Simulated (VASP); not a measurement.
Runs of VASP 6.6.1 on HfBeC2N. The structure is that of space group P4/mmm (No. 123), or close to it. The cells are those of the table. 

| task | cell | k mesh | cutoff (eV) | gap on the mesh (eV) | pressure (GPa) | relaxed volume (Å³/atom) |
| --- | --- | --- | --- | --- | --- | --- |
| relaxation of cell and atoms | relaxed from a = 3.436, b = 3.436, c = 3.837 Å, 5 atoms | 12 × 12 × 10 | 600 | none | 0.0 | (b) |
| single point | a = 3.287, b = 3.287, c = 4.360 Å, 5 atoms | 12 × 12 × 10 | 520 | none | (a) | - |
| single point | a = 3.719 Å, 5 atoms | 6 × 6 × 6 | 520 | none | -20.8 | - |
| single point | a = 3.436, b = 3.436, c = 3.837 Å, 5 atoms | 6 × 6 × 6 | 520 | none | -1.5 | - |
| relaxation of cell and atoms | relaxed from a = 3.719 Å, 5 atoms | 6 × 6 × 6 | 600 | none | -0.2 | 8.99 |

Alike in all rows: level PBE; potentials or basis VASP PAW PBE potentials, release 64 (Hf_pv, Be, C, N); no spin polarisation; smearing gaussian 0.1 eV.

Task: Fill in the values left out.

Result: (a) -1.3; (b) 9.33.

Caveats: spin-orbit coupling is left out, which moves the levels of the heavy elements; an odd number of electrons without spin polarisation forces a metal; a magnetic or distorted state may lie lower; the cell stands under tension (at least some runs).

A k mesh can miss the band edges, and the runs leave out spin-orbit coupling on Hf.

A gap of «none» marks levels without a gap at the run's occupations.
